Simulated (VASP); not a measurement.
# SnSe in VASP: single point with LDA

Aim: the single point of SnSe with LDA.

Program: VASP 6.6.1. These are calculated values, not measurements. Logs are shortened: lines on timing, memory, paths and dates and some standing lists are left out, and cuts for length are marked.

## Step 1: The cell of the first run

The cell holds a slab with vacuum, 4 atoms: a = 4.285 Å, b = 4.285 Å, c = 10.991 Å, α = 90.00°, β = 90.00°, γ = 90.00°.

## Step 2: Single point, LDA

Contents of INCAR:

```
SYSTEM = SnSe
  PREC = Accurate
  ENCUT = 520
  EDIFF = 1E-7
  ISMEAR = 0
  SIGMA = 0.01
  LREAL = .False.
  LASPH = .True.
  NELM = 60
  ALGO = Normal
  ISIF = 2
  LWAVE = .False.
  LCHARG = .False.
  GGA = CA
  NBANDS = 28
```

Contents of KPOINTS:

```
regular mesh
0
Gamma
  4 4 2
  0 0 0
```

Contents of POSCAR:

```
SnSe
1.0
    4.2853300000      0.0000000000      0.0000000000
    0.0000000000      4.2853300000      0.0000000000
    0.0000000000      0.0000000000     10.9906900000
Sn Se
2 2
Direct
    0.5000000000      0.0000000000      0.3722300000
    0.0000000000      0.5000000000      0.6277700000
    0.5000000000      0.0000000000      0.6160400000
    0.0000000000      0.5000000000      0.3839600000
```

Potentials or basis: VASP PAW LDA potentials, release 64 (Sn_d, Se).

Started as:

```
cat potpaw_LDA.64/Sn_d/POTCAR potpaw_LDA.64/Se/POTCAR > POTCAR
mpirun -np 1 vasp_std > vasp.out
```

OUTCAR:

```text
SYSTEM = SnSe
   PREC = Accurate
   ENCUT = 520
   EDIFF = 1E-7
   ISMEAR = 0
   LREAL = .False.
   LASPH = .True.
   NELM = 60
   ISIF = 2
   GGA = CA

 ion  position               nearest neighbor table
   1  0.500  0.000  0.372-   3 2.68   4 3.03   4 3.03   4 3.03   4 3.03
   2  0.000  0.500  0.628-   4 2.68   3 3.03   3 3.03   3 3.03   3 3.03
   3  0.500  0.000  0.616-   1 2.68   2 3.03   2 3.03   2 3.03   2 3.03
   4  0.000  0.500  0.384-   2 2.68   1 3.03   1 3.03   1 3.03   1 3.03

  LATTYP: Found a simple tetragonal cell.
 ALAT       =     4.2853300000
 C/A-ratio  =     2.5647243036

  Lattice vectors:

 A1 = (   4.2853300000,   0.0000000000,   0.0000000000)
 A2 = (   0.0000000000,   4.2853300000,   0.0000000000)
 A3 = (   0.0000000000,   0.0000000000,  10.9906900000)

Analysis of symmetry for initial positions (statically):
=====================================================================
 Subroutine PRICEL returns:
 Original cell was already a primitive cell.

 Routine SETGRP: Setting up the symmetry group for a
 simple tetragonal supercell.

 Subroutine GETGRP returns: Found 16 space group operations
 (whereof  8 operations were pure point group operations)
 out of a pool of 16 trial point group operations.

The static configuration has the point symmetry D_2d.
 The point group associated with its full space group is D_4h.

Analysis of symmetry for dynamics (positions and initial velocities):
=====================================================================
 Subroutine PRICEL returns:
 Original cell was already a primitive cell.

 Routine SETGRP: Setting up the symmetry group for a
 simple tetragonal supercell.

 Subroutine GETGRP returns: Found 16 space group operations
 (whereof  8 operations were pure point group operations)
 out of a pool of 16 trial point group operations.

The dynamic configuration has the point symmetry D_2d.
 The point group associated with its full space group is D_4h.

 Subroutine INISYM returns: Found 16 space group operations
 (whereof  8 operations are pure point group operations),
 and found     1 'primitive' translations

----------------------------------------------------------------------------------------

                                     Primitive cell

  volume of cell :     201.8336

  direct lattice vectors                    reciprocal lattice vectors
     4.285330000  0.000000000  0.000000000     0.233354257  0.000000000  0.000000000
     0.000000000  4.285330000  0.000000000     0.000000000  0.233354257  0.000000000
     0.000000000  0.000000000 10.990690000     0.000000000  0.000000000  0.090986098

  length of vectors
     4.285330000  4.285330000 10.990690000     0.233354257  0.233354257  0.090986098

  position of ions in fractional coordinates (direct lattice)
     0.500000000  0.000000000  0.372230000
     0.000000000  0.500000000  0.627770000
     0.500000000  0.000000000  0.616040000
     0.000000000  0.500000000  0.383960000

  ion indices of the primitive-cell ions
   primitive index   ion index
                 1           1
                 2           2
                 3           3
                 4           4

----------------------------------------------------------------------------------------

 KPOINTS: regular mesh

Automatic generation of k-mesh.
 Grid dimensions read from file:
 generate k-points for:    4    4    2

 Generating k-lattice:

  Cartesian coordinates                     Fractional coordinates (reciprocal lattice)
     0.058338564  0.000000000  0.000000000     0.250000000  0.000000000  0.000000000
     0.000000000  0.058338564  0.000000000     0.000000000  0.250000000  0.000000000
     0.000000000  0.000000000  0.045493049     0.000000000  0.000000000  0.500000000

  Length of vectors
     0.058338564  0.058338564  0.045493049

  Shift w.r.t. Gamma in fractional coordinates (k-lattice)
     0.000000000  0.000000000  0.000000000

 Subroutine IBZKPT returns following result:
 ===========================================

 Found     12 irreducible k-points:

 Following reciprocal coordinates:
            Coordinates               Weight
  0.000000  0.000000  0.000000      1.000000
  0.250000  0.000000  0.000000      4.000000
  0.500000  0.000000  0.000000      2.000000
  0.250000  0.250000  0.000000      4.000000
  0.500000  0.250000  0.000000      4.000000
  0.500000  0.500000  0.000000      1.000000
  0.000000  0.000000  0.500000      1.000000
  0.250000  0.000000  0.500000      4.000000
  0.500000  0.000000  0.500000      2.000000
  0.250000  0.250000  0.500000      4.000000
  0.500000  0.250000  0.500000      4.000000
  0.500000  0.500000  0.500000      1.000000
   k-points           NKPTS =     12   k-points in BZ     NKDIM =     12   number of bands    NBANDS=     28
   number of dos      NEDOS =    301   number of ions     NIONS =      4
   total plane-waves  NPLWV =  86016
   dimension x,y,z NGX =    32 NGY =   32 NGZ =   84
   dimension x,y,z NGXF=    64 NGYF=   64 NGZF=  168
   ions per type =               2   2
   NGX,Y,Z   is equivalent  to a cutoff of  12.41, 12.41, 12.71 a.u.
   NGXF,Y,Z  is equivalent  to a cutoff of  24.83, 24.83, 25.41 a.u.
 SYSTEM =  SnSe
   PREC   = accura    normal or accurate (medium, high low for compatibility)
   ISTART =      0    job   : 0-new  1-cont  2-samecut
   ICHARG =      2    charge: 1-file 2-atom 10-const
   ISPIN  =      1    spin polarized calculation?
   LNONCOLLINEAR =      F non collinear calculations
   LSORBIT =      F    spin-orbit coupling
   LASPH  =      T    aspherical Exc in radial PAW
   ENCUT  =  520.0 eV  38.22 Ry    6.18 a.u.   7.97  7.97 20.44*2*pi/ulx,y,z
   NELM   =     60;   NELMIN=  2; NELMDL= -5     # of ELM steps
   EDIFF  = 0.1E-06   stopping-criterion for ELM
   LREAL  =      F    real-space projection
   EDIFFG = 0.1E-05   stopping-criterion for IOM
   NSW    =      0    number of steps for IOM
   IBRION =     -1    ionic relax: 0-MD 1-quasi-New 2-CG
   NFREE  =      0    steps in history (QN), initial steepest desc. (CG)
   ISIF   =      2    stress and relaxation
   ISYM   =      2    0-nonsym 1-usesym 2-fastsym
   POTIM  = 0.5000    time-step for ionic-motion
   TEBEG  =    0.0;   TEEND  =   0.0 temperature during run
   PSTRESS=    0.0 pullay stress
   NELECT =      40.0000    total number of electrons
   NUPDOWN=      -1.0000    fix difference up-down
   EMIN   =  10.00;   EMAX   =-10.00  energy-range for DOS
   EFERMI =   0.00;   METHOD = LEGACY
   ISMEAR =     0;   SIGMA  =   0.01  broadening in eV -4-tet -1-fermi 0-gaus
   EFERMI_NEDOS =   21; number of points for ismear=-14 and -15
   IALGO  =     38    algorithm
   IMIX   =      4    mixing-type and parameters
     AMIX     =   0.40;   BMIX     =  1.00
     AMIX_MAG =   1.60;   BMIX_MAG =  1.00
  volume/ion in A,a.u.               =      50.46       340.51
  Fermi-wavevector in a.u.,A,eV,Ry     =   0.954473  1.803692 12.395163  0.911019
  Thomas-Fermi vector in A             =   2.083223
   LORBIT       =      0    0 simple, 1 ext, 2 COOP (PROOUT), +10 PAW based schemes
   GGA     = CA    functional components
   LHFCALC =     F    Hartree Fock is set to
   AEXX    =    0.0000 exact exchange contribution
   IVDW    =     0    specifies the selected vdW correction
   LEPSILON=     F    determine dielectric tensor
   LRPA    =     F    only Hartree local field effects (RPA)
 non-spin polarized calculation
 Gauss-broadening in eV      SIGMA  =   0.01
  energy-cutoff  :      520.00
  volume of cell :      201.83
 maximum number of plane-waves:      5480
 NGX is ok and might be reduce to    32
   NGX = 15   NGY = 15   NGZ = 41

 number of electron      40.0000017 magnetization

 Free energy of the ion-electron system (eV)
  ---------------------------------------------------
  ext. energy  EPLUGINS =         0.00000000
  ---------------------------------------------------
  free energy    TOTEN  =       -18.47178289 eV

  energy without entropy =      -18.47178289  energy(sigma->0) =      -18.47178289

 E-fermi :   0.4031     XC(G=0):  -6.2365

 val. band max:        0.3200372191   @ k =   0.2500   0.2500   0.0000
 cond. band min:       1.9040395472   @ k =   0.0000   0.0000   0.5000
 fundamental gap:      1.5840023281
 Fermi energy:         0.4031267275

 k-point     1 :       0.0000    0.0000    0.0000
  band No.  band energies     occupation
      1     -20.5560      2.00000
      2     -20.5511      2.00000
      3     -20.5511      2.00000
      4     -20.5504      2.00000
      5     -20.5441      2.00000
      6     -20.5226      2.00000
[... 20 lines left out ...]
     27       6.1002      0.00000
     28       6.1095      0.00000

 k-point     2 :       0.2500    0.0000    0.0000
  band No.  band energies     occupation
      1     -20.5541      2.00000
      2     -20.5516      2.00000
      3     -20.5494      2.00000
      4     -20.5469      2.00000
      5     -20.5427      2.00000
      6     -20.5233      2.00000
[... 20 lines left out ...]
     27       5.5082      0.00000
     28       6.2326      0.00000

 k-point     3 :       0.5000    0.0000    0.0000
  band No.  band energies     occupation
      1     -20.5558      2.00000
      2     -20.5558      2.00000
      3     -20.5460      2.00000
      4     -20.5460      2.00000
      5     -20.5288      2.00000
      6     -20.5288      2.00000
[... 20 lines left out ...]
     27       6.2317      0.00000
     28       6.2317      0.00000

 k-point     4 :       0.2500    0.2500    0.0000
  band No.  band energies     occupation
      1     -20.5597      2.00000
      2     -20.5588      2.00000
      3     -20.5451      2.00000
      4     -20.5422      2.00000
      5     -20.5343      2.00000
      6     -20.5231      2.00000
[... 20 lines left out ...]
     27       5.7355      0.00000
     28       6.0731      0.00000

 k-point     5 :       0.5000    0.2500    0.0000
  band No.  band energies     occupation
      1     -20.5650      2.00000
      2     -20.5650      2.00000
      3     -20.5393      2.00000
      4     -20.5393      2.00000
      5     -20.5252      2.00000
      6     -20.5252      2.00000
[... 20 lines left out ...]
     27       6.0626      0.00000
     28       6.0626      0.00000

 k-point     6 :       0.5000    0.5000    0.0000
  band No.  band energies     occupation
      1     -20.5731      2.00000
      2     -20.5731      2.00000
      3     -20.5336      2.00000
      4     -20.5336      2.00000
      5     -20.5208      2.00000
      6     -20.5208      2.00000
[... 20 lines left out ...]
     27       6.8392      0.00000
     28       6.8392      0.00000

 k-point     7 :       0.0000    0.0000    0.5000
  band No.  band energies     occupation
      1     -20.5559      2.00000
      2     -20.5511      2.00000
      3     -20.5511      2.00000
      4     -20.5504      2.00000
      5     -20.5441      2.00000
      6     -20.5225      2.00000
[... 20 lines left out ...]
     27       6.1008      0.00000
     28       6.1017      0.00000

 k-point     8 :       0.2500    0.0000    0.5000
  band No.  band energies     occupation
      1     -20.5541      2.00000
      2     -20.5516      2.00000
      3     -20.5494      2.00000
      4     -20.5469      2.00000
      5     -20.5427      2.00000
      6     -20.5233      2.00000
[... 20 lines left out ...]
     27       5.8281      0.00000
     28       6.2610      0.00000

 k-point     9 :       0.5000    0.0000    0.5000
  band No.  band energies     occupation
      1     -20.5558      2.00000
      2     -20.5558      2.00000
      3     -20.5461      2.00000
      4     -20.5461      2.00000
      5     -20.5288      2.00000
      6     -20.5288      2.00000
[... 20 lines left out ...]
     27       6.7588      0.00000
     28       6.7588      0.00000

 k-point    10 :       0.2500    0.2500    0.5000
  band No.  band energies     occupation
      1     -20.5597      2.00000
      2     -20.5588      2.00000
      3     -20.5451      2.00000
      4     -20.5422      2.00000
      5     -20.5343      2.00000
      6     -20.5231      2.00000
[... 20 lines left out ...]
     27       6.1180      0.00000
     28       6.2946      0.00000

 k-point    11 :       0.5000    0.2500    0.5000
  band No.  band energies     occupation
      1     -20.5650      2.00000
      2     -20.5650      2.00000
      3     -20.5393      2.00000
      4     -20.5393      2.00000
      5     -20.5252      2.00000
      6     -20.5252      2.00000
[... 20 lines left out ...]
     27       6.1772      0.00000
     28       6.1772      0.00000

 k-point    12 :       0.5000    0.5000    0.5000
  band No.  band energies     occupation
      1     -20.5731      2.00000
      2     -20.5731      2.00000
      3     -20.5336      2.00000
      4     -20.5336      2.00000
      5     -20.5208      2.00000
      6     -20.5208      2.00000
[... 20 lines left out ...]
     27       6.8498      0.00000
     28       6.8498      0.00000

------------------------ aborting loop because EDIFF is reached ----------------------------------------

  FORCE on cell =-STRESS in cart. coord.  units (eV):
  Direction    XX          YY          ZZ          XY          YZ          ZX
  --------------------------------------------------------------------------------------
  -------------------------------------------------------------------------------------
  Total       -2.3178429     -2.3178429     -1.0418366      0.0000000      0.0000000      0.0000000
  in kB      -18.3992902    -18.3992902     -8.2702130      0.0000000      0.0000000      0.0000000
  external PRESSURE =     -15.0229311 kB  Pullay stress =       0.0000000 kB

 VOLUME and BASIS-vectors are now :
 -----------------------------------------------------------------------------
  energy-cutoff  :      520.00
  volume of cell :      201.83
      direct lattice vectors                 reciprocal lattice vectors
     4.285330000  0.000000000  0.000000000     0.233354257  0.000000000  0.000000000
     0.000000000  4.285330000  0.000000000     0.000000000  0.233354257  0.000000000
     0.000000000  0.000000000 10.990690000     0.000000000  0.000000000  0.090986098

 POSITION                                       TOTAL-FORCE (eV/Angst)
 -----------------------------------------------------------------------------------
      2.14267      0.00000      4.09106         0.000000      0.000000      0.267332
      0.00000      2.14267      6.89963         0.000000     -0.000000     -0.267332
      2.14267      0.00000      6.77070        -0.000000     -0.000000     -0.102773
      0.00000      2.14267      4.21999         0.000000      0.000000      0.102773
 -----------------------------------------------------------------------------------
    total drift:                                0.000000      0.000000      0.000000

  FREE ENERGIE OF THE ION-ELECTRON SYSTEM (eV)
  ---------------------------------------------------
  free  energy   TOTEN  =       -18.4717828950 eV

  energy  without entropy=      -18.4717828950  energy(sigma->0) =      -18.47178289
```

Wall time 33 s (1 thread of Intel Xeon 6975P-C (Granite Rapids), shared host); peak memory 0.25 GiB.

What came out:

| Property | Result |
| --- | --- |
| Free energy | -18.4718 eV |
| Largest force | 0.267 eV/Å |
| Band gap on the k mesh | 1.58 eV, indirect (least direct gap 1.63 eV) |

Forces on the atoms (eV/Å):
```
Sn   0.000  0.000  0.267
Sn   0.000  0.000 -0.267
Se   0.000  0.000 -0.103
Se   0.000  0.000  0.103
```

Caveat: spin-orbit coupling is left out, which moves the levels of the heavy elements.
